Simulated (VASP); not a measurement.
The system is LaH3.

```
La H
1.0
     0.00000    2.78648    2.78648
     2.78648    0.00000    2.78648
     2.78648    2.78648    0.00000
La H
1 3
Cartesian
  0.0000 0.0000 0.0000
  2.7865 2.7865 2.7865
  4.1797 4.1797 4.1797
  1.3932 1.3932 1.3932
```

| Property | Result |
| --- | --- |
| Program | VASP 6.6.1 |
| Task | relaxation of cell and atoms |
| Functional | LDA |
| Potentials or basis | VASP PAW LDA potentials, release 64 (La, H) |
| Cutoff | 600 eV |
| k mesh | 6 × 6 × 6 |
| Occupations | fermi-dirac, width 0.15 eV |
| Spin | no spin polarisation |

At the start: pressure -4.7 GPa; volume 10.82 Å³/atom.

Q: How do energy, volume and symmetry change on relaxing?

A: Over 3 steps the energy falls by 9.2 meV/atom and the volume is 10.21 Å³/atom (-5.6 %); space group Fm-3m (No. 225, to 0.05 Å).

Step by step:
```csv
step,energy change (eV),largest force (eV/Å),pressure (GPa),volume (Å³)
1,0.0000,0.0000,-4.66,43.27
2,-0.0353,0.0000,-1.04,41.33
3,-0.0369,0.0000,-0.03,40.86
```

Final structure:
```cif
data_structure
_symmetry_space_group_name_H-M 'P 1'
_symmetry_Int_Tables_number 1
_cell_length_a 3.8660
_cell_length_b 3.8660
_cell_length_c 3.8660
_cell_angle_alpha 60.000
_cell_angle_beta 60.000
_cell_angle_gamma 60.000
_cell_volume 40.86
loop_
_atom_site_label
_atom_site_type_symbol
_atom_site_fract_x
_atom_site_fract_y
_atom_site_fract_z
_atom_site_occupancy
La1 La 0.00000 0.00000 0.00000 1
H1 H 0.50000 0.50000 0.50000 1
H2 H 0.75000 0.75000 0.75000 1
H3 H 0.25000 0.25000 0.25000 1
```
